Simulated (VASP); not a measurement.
# MnO2: single point with PBEsol

Crystal: MnO2.

```
Mn O
1.0
     2.90416    0.00000    0.00000
     0.00000    3.84481    0.00000
     0.00000    0.00000    6.16426
Mn O
2 4
Direct
  0.50000 0.50000 0.34330
  0.00000 0.00000 0.65670
  0.50000 0.00000 0.83757
  0.00000 0.50000 0.16243
  0.50000 0.00000 0.42180
  0.00000 0.50000 0.57820
```

```
Program                : VASP 6.6.1
Task                   : single point
Functional             : PBEsol
Potentials or basis    : VASP PAW PBE potentials, release 64 (Mn_pv, O)
Cutoff                 : 520 eV
k mesh                 : 9 × 7 × 5
Occupations            : fermi-dirac, width 0.05 eV
Spin                   : collinear spin, ferrimagnetic start
Starting moments       : [-2.09, 4.04, 0.0, 0.0, 0.0, 0.0] μB
Dipole correction      : no
Further INCAR settings : ALGO = Normal; EDIFF = 1e-06; NBANDS = 38
```

```
Pressure                                              : -13.2 GPa
Largest force                                         : 1.076 eV/Å
Band gap on the k mesh                                : 0.08 eV (least direct gap 0.28 eV)
Net moment                                            : 0.00 μB per cell
Site moments                                          : Mn -2.72, +2.72; O +0.13, -0.13, +0.00, -0.00 μB
Valence electrons inside the program's atomic spheres : Mn 11.63, 11.64; O 4.91, 4.97 (each value once)
```

Forces in eV/Å, atoms in the order of the input:
```
Mn   0.000  0.000 -0.259
Mn   0.000  0.000  0.260
O    0.000  0.000 -1.076
O    0.000  0.000  1.075
O    0.000  0.000  0.168
O    0.000  0.000 -0.168
```

Stress tensor (GPa, compression positive):
```
-17.68   0.00   0.00
  0.00 -11.85   0.00
  0.00   0.00 -10.08
```

Levels at points of the mesh, in eV from the valence-band top:
Spin up:
```tsv
k point	band 22	band 23	band 24	band 25	band 26	band 27	band 28	band 29
(0.00, 0.00, 0.00)	-2.25	-1.70	-1.09	0.00	0.61	0.67	1.18	2.23
```
Spin down:
| k point | band 22 | band 23 | band 24 | band 25 | band 26 | band 27 | band 28 | band 29 |
| --- | --- | --- | --- | --- | --- | --- | --- | --- |
| (0.00, 0.00, 0.00) | -2.25 | -1.70 | -1.09 | 0.00 | 0.61 | 0.67 | 1.18 | 2.23 |

Wall time 7.4 min on 1 thread of Intel Xeon 8259CL, on a shared host, peak memory 0.35 GiB.

Caveat: the cell stands under tension; the PAW data sets were made with another functional, which shifts forces and pressure a little; an odd mesh through Γ misses points on the zone boundary, where band edges can lie.
